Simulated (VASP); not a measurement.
# Li (Im-3m) in VASP: a series of runs

The runs below take Li through single point, relaxation of cell and atoms, with PBEsol.

All numbers are computed with VASP 6.6.1; they aren't measurements. Logs are shortened: lines on timing, memory, paths and dates and some standing lists are left out, and cuts for length are marked.

### 1 The cell of the first run

Symmetry: Im-3m, No. 229, cubic system. Conventional cell: a = 3.432 Å, b = 3.432 Å, c = 3.432 Å, α = 90.00°, β = 90.00°, γ = 90.00°. Within 3.9 Å of Li (site symmetry m-3m) lie 14 Li at 2.97 to 3.43 Å.

### 2 Single point, PBEsol

INCAR reads:

```
SYSTEM = Li
  ALGO = Normal
  EDIFF = 1E-6
  ENCUT = 750
  GGA = PS
  GGA_COMPAT = .FALSE.
  ISIF = 2
  ISMEAR = -1
  LASPH = .TRUE.
  LCHARG = .FALSE.
  LREAL = .FALSE.
  LWAVE = .FALSE.
  NBANDS = 8
  NELM = 120
  PREC = Accurate
  SIGMA = 0.1
```

KPOINTS reads:

```
k-points
0
G
  14 14 14
  0 0 0
```

POSCAR reads:

```
Li
1.0
   -1.7161514785      1.7161514785      1.7161514785
    1.7161514785     -1.7161514785      1.7161514785
    1.7161514785      1.7161514785     -1.7161514785
Li
1
Direct
    0.0000000000      0.0000000000      0.0000000000
```

Potentials or basis: VASP PAW PBE potentials, release 64 (Li_sv).

Launch:

```
cat potpaw_PBE.64/Li_sv/POTCAR > POTCAR
mpirun -np 1 vasp_std > vasp.out
```

OUTCAR:

```text
SYSTEM = Li
   EDIFF = 1E-6
   ENCUT = 750
   GGA = PS
   ISIF = 2
   ISMEAR = -1
   LASPH = .TRUE.
   LREAL = .FALSE.
   NELM = 120
   PREC = Accurate

 ion  position               nearest neighbor table
   1  0.000  0.000  0.000-

  LATTYP: Found a body centered cubic cell.
 ALAT       =     3.4323029570

  Lattice vectors:

 A1 = (  -1.7161514785,   1.7161514785,   1.7161514785)
 A2 = (   1.7161514785,  -1.7161514785,   1.7161514785)
 A3 = (   1.7161514785,   1.7161514785,  -1.7161514785)

Analysis of symmetry for initial positions (statically):
=====================================================================
 Subroutine PRICEL returns:
 Original cell was already a primitive cell.

 Routine SETGRP: Setting up the symmetry group for a
 body centered cubic supercell.

 Subroutine GETGRP returns: Found 48 space group operations
 (whereof 48 operations were pure point group operations)
 out of a pool of 48 trial point group operations.

The static configuration has the point symmetry O_h .

Analysis of symmetry for dynamics (positions and initial velocities):
=====================================================================
 Subroutine PRICEL returns:
 Original cell was already a primitive cell.

 Routine SETGRP: Setting up the symmetry group for a
 body centered cubic supercell.

 Subroutine GETGRP returns: Found 48 space group operations
 (whereof 48 operations were pure point group operations)
 out of a pool of 48 trial point group operations.

The dynamic configuration has the point symmetry O_h .

 Subroutine INISYM returns: Found 48 space group operations
 (whereof 48 operations are pure point group operations),
 and found     1 'primitive' translations

----------------------------------------------------------------------------------------

                                     Primitive cell

  volume of cell :      20.2175

  direct lattice vectors                    reciprocal lattice vectors
    -1.716151479  1.716151479  1.716151479     0.000000000  0.291349573  0.291349573
     1.716151479 -1.716151479  1.716151479     0.291349573  0.000000000  0.291349573
     1.716151479  1.716151479 -1.716151479     0.291349573  0.291349573  0.000000000

  length of vectors
     2.972461554  2.972461554  2.972461554     0.412030517  0.412030517  0.412030517

  position of ions in fractional coordinates (direct lattice)
     0.000000000  0.000000000  0.000000000

  ion indices of the primitive-cell ions
   primitive index   ion index
                 1           1

----------------------------------------------------------------------------------------

 KPOINTS: k-points

Automatic generation of k-mesh.
 Grid dimensions read from file:
 generate k-points for:   14   14   14

 Generating k-lattice:

  Cartesian coordinates                     Fractional coordinates (reciprocal lattice)
     0.000000000  0.020810684  0.020810684     0.071428571  0.000000000  0.000000000
     0.020810684  0.000000000  0.020810684     0.000000000  0.071428571  0.000000000
     0.020810684  0.020810684  0.000000000     0.000000000  0.000000000  0.071428571

  Length of vectors
     0.029430751  0.029430751  0.029430751

  Shift w.r.t. Gamma in fractional coordinates (k-lattice)
     0.000000000  0.000000000  0.000000000

 Subroutine IBZKPT returns following result:
 ===========================================

 Found    104 irreducible k-points:

 Following reciprocal coordinates:
            Coordinates               Weight
  0.000000  0.000000  0.000000      1.000000
  0.071429  0.000000  0.000000     12.000000
  0.142857  0.000000  0.000000     12.000000
  0.214286  0.000000  0.000000     12.000000
  0.285714  0.000000  0.000000     12.000000
  0.357143  0.000000  0.000000     12.000000
[... 16 lines left out ...]
  0.285714  0.285714  0.000000     24.000000
  0.357143  0.285714  0.000000     24.000000
 [... further k-points ...]
   k-points           NKPTS =    104   k-points in BZ     NKDIM =    104   number of bands    NBANDS=      8
   number of dos      NEDOS =    301   number of ions     NIONS =      1
   total plane-waves  NPLWV =  21952
   dimension x,y,z NGX =    28 NGY =   28 NGZ =   28
   dimension x,y,z NGXF=    56 NGYF=   56 NGZF=   56
   ions per type =               1
   NGX,Y,Z   is equivalent  to a cutoff of  15.66, 15.66, 15.66 a.u.
   NGXF,Y,Z  is equivalent  to a cutoff of  31.32, 31.32, 31.32 a.u.
 SYSTEM =  Li
   PREC   = accura    normal or accurate (medium, high low for compatibility)
   ISTART =      0    job   : 0-new  1-cont  2-samecut
   ICHARG =      2    charge: 1-file 2-atom 10-const
   ISPIN  =      1    spin polarized calculation?
   LNONCOLLINEAR =      F non collinear calculations
   LSORBIT =      F    spin-orbit coupling
   LASPH  =      T    aspherical Exc in radial PAW
   ENCUT  =  750.0 eV  55.12 Ry    7.42 a.u.   6.64  6.64  6.64*2*pi/ulx,y,z
   NELM   =    120;   NELMIN=  2; NELMDL= -5     # of ELM steps
   EDIFF  = 0.1E-05   stopping-criterion for ELM
   LREAL  =      F    real-space projection
   EDIFFG = 0.1E-04   stopping-criterion for IOM
   NSW    =      0    number of steps for IOM
   IBRION =     -1    ionic relax: 0-MD 1-quasi-New 2-CG
   NFREE  =      0    steps in history (QN), initial steepest desc. (CG)
   ISIF   =      2    stress and relaxation
   ISYM   =      2    0-nonsym 1-usesym 2-fastsym
   POTIM  = 0.5000    time-step for ionic-motion
   TEBEG  =    0.0;   TEEND  =   0.0 temperature during run
   PSTRESS=    0.0 pullay stress
   NELECT =       3.0000    total number of electrons
   NUPDOWN=      -1.0000    fix difference up-down
   EMIN   =  10.00;   EMAX   =-10.00  energy-range for DOS
   EFERMI =   0.00;   METHOD = LEGACY
   ISMEAR =    -1;   SIGMA  =   0.10  broadening in eV -4-tet -1-fermi 0-gaus
   EFERMI_NEDOS =   21; number of points for ismear=-14 and -15
   IALGO  =     38    algorithm
   IMIX   =      4    mixing-type and parameters
     AMIX     =   0.40;   BMIX     =  1.00
     AMIX_MAG =   1.60;   BMIX_MAG =  1.00
  volume/ion in A,a.u.               =      20.22       136.43
  Fermi-wavevector in a.u.,A,eV,Ry     =   0.866708  1.637841 10.220469  0.751183
  Thomas-Fermi vector in A             =   1.985137
   LORBIT       =      0    0 simple, 1 ext, 2 COOP (PROOUT), +10 PAW based schemes
   GGA     = PS    functional components
   LHFCALC =     F    Hartree Fock is set to
   AEXX    =    0.0000 exact exchange contribution
   IVDW    =     0    specifies the selected vdW correction
   LEPSILON=     F    determine dielectric tensor
   LRPA    =     F    only Hartree local field effects (RPA)
 non-spin polarized calculation
  energy-cutoff  :      750.00
  volume of cell :       20.22
 maximum number of plane-waves:       962
   NGX = 13   NGY = 13   NGZ = 13

 number of electron       3.0000004 magnetization

 Free energy of the ion-electron system (eV)
  ---------------------------------------------------
  ext. energy  EPLUGINS =         0.00000000
  ---------------------------------------------------
  free energy    TOTEN  =        -1.97443181 eV

  energy without entropy =       -1.95769717  energy(sigma->0) =       -1.96606449

 E-fermi :   0.6193     XC(G=0):  -7.0242

 val. band max:        0.6139035917   @ k =   0.2857   0.2143   0.0000
 cond. band min:       0.6447601997   @ k =  -0.3571   0.4286   0.1429
 fundamental gap:      0.0308566080
 Fermi energy:         0.6192888922

 k-point     1 :       0.0000    0.0000    0.0000
  band No.  band energies     occupation
      1     -45.2654      2.00000
      2      -2.9371      2.00000
      3      15.2917      0.00000
      4      15.2918      0.00000
      5      15.2918      0.00000
      6      20.0221      0.00000
      7      20.0221      0.00000
      8      20.0221      0.00000

 k-point     2 :       0.0714    0.0000    0.0000
  band No.  band energies     occupation
      1     -45.2643      2.00000
      2      -2.8402      2.00000
      3      14.6261      0.00000
      4      14.8091      0.00000
      5      15.1209      0.00000
      6      18.6712      0.00000
      7      18.8710      0.00000
      8      20.1843      0.00000

 k-point     3 :       0.1429    0.0000    0.0000
  band No.  band energies     occupation
      1     -45.2614      2.00000
      2      -2.5493      2.00000
      3      12.7693      0.00000
      4      13.8502      0.00000
      5      14.6485      0.00000
      6      17.4938      0.00000
      7      17.6966      0.00000
      8      19.8476      0.00000

 k-point     4 :       0.2143    0.0000    0.0000
  band No.  band energies     occupation
      1     -45.2573      2.00000
      2      -2.0654      2.00000
      3      10.4815      0.00000
      4      12.8930      0.00000
      5      14.0195      0.00000
      6      16.3402      0.00000
      7      17.4034      0.00000
      8      20.0655      0.00000

 k-point     5 :       0.2857    0.0000    0.0000
  band No.  band energies     occupation
      1     -45.2527      2.00000
      2      -1.3921      2.00000
      3       8.2569      0.00000
      4      12.0947      0.00000
      5      13.4058      0.00000
      6      15.4373      0.00000
      7      17.4097      0.00000
      8      20.6973      0.00000
[... 177 lines left out ...]
 k-point    22 :       0.3571    0.2143   -0.0000
  band No.  band energies     occupation
      1     -45.2431      2.00000
      2       1.5428      0.00020
      3       4.1121      0.00000
      4       7.7824      0.00000
      5      11.3769      0.00000
      6      18.1108      0.00000
      7      19.6982      0.00000
      8      21.8169      0.00000

 k-point    23 :       0.2857    0.2857    0.0000
  band No.  band energies     occupation
      1     -45.2429      2.00000
      2       1.6239      0.00009
      3       4.3252      0.00000
      4       7.1853      0.00000
      5      11.3514      0.00000
      6      18.7545      0.00000
      7      19.5909      0.00000
      8      21.7134      0.00000

 k-point    24 :       0.3571    0.2857    0.0000
  band No.  band energies     occupation
      1     -45.2422      2.00000
      2       2.4135      0.00000
      3       3.4784      0.00000
      4       6.9120      0.00000
      5      11.2834      0.00000
      6      19.1213      0.00000
      7      20.3221      0.00000
      8      20.4766      0.00000

 [... further k-points ...]
[... 5 lines left out ...]
  --------------------------------------------------------------------------------------
  -------------------------------------------------------------------------------------
  Total       -0.0085217     -0.0085217     -0.0085217      0.0000000      0.0000000     -0.0000000
  in kB       -0.6753202     -0.6753202     -0.6753202      0.0000000      0.0000000     -0.0000000
  external PRESSURE =      -0.6753202 kB  Pullay stress =       0.0000000 kB

 VOLUME and BASIS-vectors are now :
 -----------------------------------------------------------------------------
  energy-cutoff  :      750.00
  volume of cell :       20.22
      direct lattice vectors                 reciprocal lattice vectors
    -1.716151479  1.716151479  1.716151479     0.000000000  0.291349573  0.291349573
     1.716151479 -1.716151479  1.716151479     0.291349573  0.000000000  0.291349573
     1.716151479  1.716151479 -1.716151479     0.291349573  0.291349573  0.000000000

 POSITION                                       TOTAL-FORCE (eV/Angst)
 -----------------------------------------------------------------------------------
      0.00000      0.00000      0.00000         0.000000     -0.000000      0.000000
 -----------------------------------------------------------------------------------
    total drift:                               -0.000000     -0.000000     -0.000000

  FREE ENERGIE OF THE ION-ELECTRON SYSTEM (eV)
  ---------------------------------------------------
  free  energy   TOTEN  =        -1.9744318129 eV

  energy  without entropy=       -1.9576971679  energy(sigma->0) =       -1.96606449
```

Wall time 7.3 s (1 thread of Intel Xeon 6975P-C (Granite Rapids), shared host); peak memory 0.15 GiB.

Results:

```
Free energy            : -1.9744 eV
Pressure               : -0.1 GPa
Band gap on the k mesh : zero (an odd number of electrons rules out a gap without spin polarisation)
```

Levels at points of the mesh, in eV from the Fermi level:
```
           k point  band 1  band 2  band 3  band 4
(0.00, 0.00, 0.00)  -45.88   -3.56   14.67   14.67
(0.50, 0.00, 0.00)  -45.86    0.26    3.28   10.41
(0.50, 0.50, 0.50)  -45.85    5.55    5.55    5.55
```

Caveat: the PAW data sets were made with another functional, which shifts forces and pressure a little.

### 3 Relaxation of cell and atoms, PBEsol

This run uses another cell than the first one, of 21.61 Å³/atom.

INCAR reads:

```
  PREC = Accurate
  ENCUT = 750
  EDIFF = 1E-7
  ISMEAR = -1
  SIGMA = 0.1
  LREAL = F
  LASPH = T
  NELM = 120
  ALGO = Normal
  ISIF = 3
  LWAVE = F
  LCHARG = F
  GGA = PS
  IBRION = 2
  NSW = 100
  EDIFFG = -0.002
  GGA_COMPAT = F
  NELMIN = 4
```

KPOINTS reads:

```
Automatic mesh
0
Gamma
  14 14 14
```

POSCAR reads:

```
Li
1.0
   -1.7546500000      1.7546500000      1.7546500000
    1.7546500000     -1.7546500000      1.7546500000
    1.7546500000      1.7546500000     -1.7546500000
Li
1
Direct
    0.0000000000      0.0000000000      0.0000000000
```

Potentials or basis: VASP PAW PBE potentials, release 64 (Li_sv).

Launch:

```
cat potpaw_PBE.64/Li_sv/POTCAR > POTCAR
mpirun -np 1 vasp_std > vasp.out
```

It took 16 s on 1 thread of Intel Xeon 6975P-C (Granite Rapids), shared host; peak memory 0.15 GiB.

The run converged. Its results:

```
Free energy                           : -1.9753 eV
Relaxed volume                        : 20.17 Å³/atom
Relaxed cell                          : a = 2.970 Å, b = 2.970 Å, c = 2.970 Å, α = 109.47°, β = 109.47°, γ = 109.47°
Space group after relaxing (to 0.1 Å) : Im-3m (No. 229)
Energy gained by relaxing             : 4.2 meV/atom
Ionic steps                           : 4
Pressure after relaxing               : 0.0 GPa
Band gap on the k mesh                : zero (an odd number of electrons rules out a gap without spin polarisation)
```

The path:
```tsv
step	energy change (eV)	largest force (eV/Å)	pressure (GPa)	volume (Å³)
1	0.0000	0.0000	-0.89	21.61
2	-0.0018	0.0000	-0.69	21.23
3	-0.0042	0.0000	0.02	20.14
4	-0.0042	0.0000	0.00	20.17
```

Final structure:
```
Li
1.0
    -1.71474    1.71474    1.71474
     1.71474   -1.71474    1.71474
     1.71474    1.71474   -1.71474
Li
1
Direct
  0.00000 0.00000 0.00000
```

Levels at points of the mesh, in eV from the Fermi level:
| k point | band 1 | band 2 | band 3 | band 4 | band 5 |
| --- | --- | --- | --- | --- | --- |
| (0.00, 0.00, 0.00) | -45.88 | -3.56 | 14.70 | 14.70 | 14.70 |
| (0.50, 0.00, 0.00) | -45.86 | 0.26 | 3.28 | 10.43 | 11.90 |
| (0.50, 0.50, 0.50) | -45.84 | 5.56 | 5.56 | 5.56 | 7.80 |

Caveat: the PAW data sets were made with another functional, which shifts forces and pressure a little.

The gap in the log of VASP goes by the Fermi energy; the results here count the filled bands.